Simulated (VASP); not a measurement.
A run of VASP 6.6.1 is set up as follows.

File INCAR:

```
PREC = Accurate
ENCUT = 520
EDIFF = 1E-7
ISMEAR = 0
SIGMA = 0.1
LREAL = False
LASPH = True
NELM = 60
ALGO = Normal
ISIF = 2
LWAVE = False
LCHARG = True
GGA = PE
LELF = True
LVHAR = True
NBANDS = 12
```

KPOINTS

```
regular mesh
0
Gamma
  6 6 6
```

Contents of POSCAR:

```
SiB2
1.0
    3.0195430694      0.0000000000      0.0000000000
    0.0000000000      3.0195430694      0.0000000000
    0.0000000000      0.0000000000      3.2536770307
Si B
1 2
Direct
    0.0000000000      0.0000000000      0.5000000000
    0.5000000000      0.5000000000      0.7486736111
    0.5000000000      0.5000000000      0.2513263889
```

Potentials or basis: VASP PAW PBE potentials, release 64 (Si, B).

Run with:

```bash
$ cat potpaw_PBE.64/Si/POTCAR potpaw_PBE.64/B/POTCAR > POTCAR
$ mpirun -np 1 vasp_std > vasp.out
```

Question: What does it give for the largest force?

Answer: 0.033 eV/Å.

Question: Estimate the pressure.

Answer: 0.0 GPa.

Question: Predict the band gap on the k mesh.

Answer: Zero (bands 5 and 6 overlap by 3.61 eV).

Stress tensor (GPa, compression positive):
```
 0.12  0.00  0.00
 0.00  0.12  0.00
 0.00  0.00 -0.34
```
